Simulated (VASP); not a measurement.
**MgH2: relaxation of cell and atoms with LDA**

Crystal: MgH2.

```
Mg H
1.0
     0.00000    2.38000    2.38000
     2.38000    0.00000    2.38000
     2.38000    2.38000    0.00000
Mg H
1 2
Direct
  0.00000 0.00000 0.00000
  0.25000 0.25000 0.25000
  0.75000 0.75000 0.75000
```

* Program: VASP 6.6.1
* Task: relaxation of cell and atoms
* Functional: LDA
* Potentials or basis: VASP PAW LDA potentials, release 64 (Mg, H)
* Cutoff: 600 eV
* k mesh: 8 × 8 × 8
* Occupations: fermi-dirac, width 0.01 eV
* Spin: no spin polarisation
* Dipole correction: no
* Further INCAR settings: ALGO = Normal; EDIFF = 1e-07; IBRION = 2; EDIFFG = -0.03; NSW = 80; ISIF = 3

- Relaxed volume: 8.43 Å³/atom
- Relaxed cell: a = 3.295 Å, b = 3.295 Å, c = 3.295 Å, α = 60.00°, β = 60.00°, γ = 60.00°
- Space group after relaxing (to 0.1 Å): Fm-3m (No. 225)
- Energy gained by relaxing: 7.5 meV/atom
- Ionic steps: 3
- Pressure after relaxing: -0.2 GPa
- Band gap on the k mesh: zero (bands 2 and 3 overlap by 1.90 eV)

Step by step:
| step | energy change (eV) | largest force (eV/Å) | pressure (GPa) | volume (Å³) |
| --- | --- | --- | --- | --- |
| 1 | 0.0000 | 0.0000 | -3.96 | 26.96 |
| 2 | -0.0165 | 0.0000 | -2.15 | 26.10 |
| 3 | -0.0225 | 0.0000 | -0.17 | 25.30 |

Final structure:
```
Mg H
1.0
     0.00000    2.33002    2.33002
     2.33002    0.00000    2.33002
     2.33002    2.33002    0.00000
Mg H
1 2
Direct
  0.00000 0.00000 0.00000
  0.25000 0.25000 0.25000
  0.75000 0.75000 0.75000
```

Levels at points of the mesh, in eV from the Fermi level:
```csv
k point,band 1,band 2,band 3,band 4,band 5
"(0.00, 0.00, 0.00)",-10.41,1.31,9.42,9.42,9.42
"(0.50, 0.00, 0.00)",-5.91,-5.84,7.02,7.72,9.07
"(0.50, 0.50, 0.00)",-5.88,-2.29,-0.60,4.70,4.70
```

Run time: 5.7 s on 1 thread of Intel(R) Xeon(R) 6975P-C (Granite Rapids), on a shared host, peak memory 0.15 GiB.
